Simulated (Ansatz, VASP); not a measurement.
**One calculation of KCl, two programs**

Contents of INCAR:

```
PREC = Accurate
ENCUT = 520
EDIFF = 1E-6
ISMEAR = 0
SIGMA = 0.05
LREAL = False
LASPH = True
NELM = 60
ALGO = Normal
ISIF = 2
LWAVE = False
LCHARG = False
GGA = PS
NBANDS = 24
```

Contents of KPOINTS:

```
Automatic mesh
0
Gamma
  6 6 6
```

The input POSCAR:

```
KCl
1.0
    0.0000000000     -3.1207041401     -3.1934165466
   -3.1207041401      0.0000000000     -3.1934165466
    3.1207041401      3.1207041401     -6.3868330932
K Cl
2 2
Direct
    0.5000000000      0.5000000000      0.5000000000
    0.0000000000      1.0000000000      0.0000000000
    0.7500000000      0.7500000000      0.7500000000
    0.2500000000      0.2500000000      0.2500000000
```

Input for Ansatz:

```yaml
crystal:
  lattice:
    - [0.0, -3.1207041401, -3.1934165466]
    - [-3.1207041401, 0.0, -3.1934165466]
    - [3.1207041401, 3.1207041401, -6.3868330932]
  atoms:
    - { symbol: K, position: [0.5, 0.5, 0.5] }
    - { symbol: K, position: [0.0, 1.0, 0.0] }
    - { symbol: Cl, position: [0.75, 0.75, 0.75] }
    - { symbol: Cl, position: [0.25, 0.25, 0.25] }
basis:
  ecutwfc: 420
kpoints:
  mp_grid: { grid: [6, 6, 6] }
hamiltonian:
  xc: pbesol
scf:
  occupations: { method: gaussian, width: 0.05 }
output:
  forces: true
  stress: true
  eigenvalues: true
```

Change from the starting cell: mode 7 frozen in at +0.000 Å, normal strain along z +0.0233.

Alike in both runs: task single point; functional PBEsol; k mesh 6 × 6 × 6; occupations gaussian, width 0.05 eV; no spin polarisation.

```csv
,VASP,Ansatz
version,VASP 6.6.1,Ansatz 0.2.0
potentials or method,"VASP PAW PBE potentials, release 64 (K_sv, Cl), cutoff 520 eV","scalar-relativistic, plane waves, PAW"
valence electrons in the cell,32,32
```

|  | VASP | Ansatz | Ansatz less VASP |
| --- | --- | --- | --- |
| gap on the k mesh at the Fermi level (eV) | 5.02 | 5.03 | +0.004 |
| least direct gap on the mesh (eV) | 5.02 | 5.03 | +0.004 |
| pressure (GPa) | -0.3 | -0.4 | -0.03 |
| traceless stress, the component that is largest in VASP (GPa) | -0.49 | -0.48 | +0.013 |

VASP's potentials were made for PBE, not for PBEsol.
